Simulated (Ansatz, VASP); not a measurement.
# One calculation of Si4O7, two programs

```
Si O
1.0
     5.07998    0.00000    0.00000
     0.00000    5.07998    0.00000
     0.00000    0.00000    7.09148
Si O
4 7
Direct
  0.29443 0.29443 0.00000
  0.20557 0.79443 0.25000
  0.70557 0.70557 0.50000
  0.79443 0.20557 0.75000
  0.40537 0.74096 0.42483
  0.75904 0.90537 0.67483
  0.59463 0.25904 0.92483
  0.74096 0.40537 0.57517
  0.88770 0.68330 0.33308
  0.25904 0.59463 0.07517
  0.09463 0.24096 0.82517
```

Change from the starting cell: O vacancy; atom 9 moved -0.125 of the way to it and -0.225 Å across, host rigid.

Alike in both runs: task single point; functional PBE; k mesh 4 × 4 × 4; occupations gaussian, width 0.05 eV; no spin polarisation.

```csv
,VASP,Ansatz
version,VASP 6.6.1,Ansatz 0.2.0
potentials or method,"VASP PAW PBE potentials, release 64 (Si, O), cutoff 520 eV","scalar-relativistic, plane waves, PAW"
valence electrons in the cell,58,58
```

Ansatz gave:

```
gap on the k mesh at the Fermi level (eV)                     : 2.46
least direct gap on the mesh (eV)                             : 2.55
pressure (GPa)                                                : 0.7
traceless stress, the component that is largest in VASP (GPa) : -3.19
rms of the force components (eV/Å)                            : 1.691
```

**Question.** Estimate VASP's values.

**Answer.** gap on the k mesh at the Fermi level (eV): 2.45; least direct gap on the mesh (eV): 2.54; pressure (GPa): 0.7; traceless stress, the component that is largest in VASP (GPa): -3.23; rms of the force components (eV/Å): 1.709.

Atom by atom the forces differ by 0.023 eV/Å (rms over components).
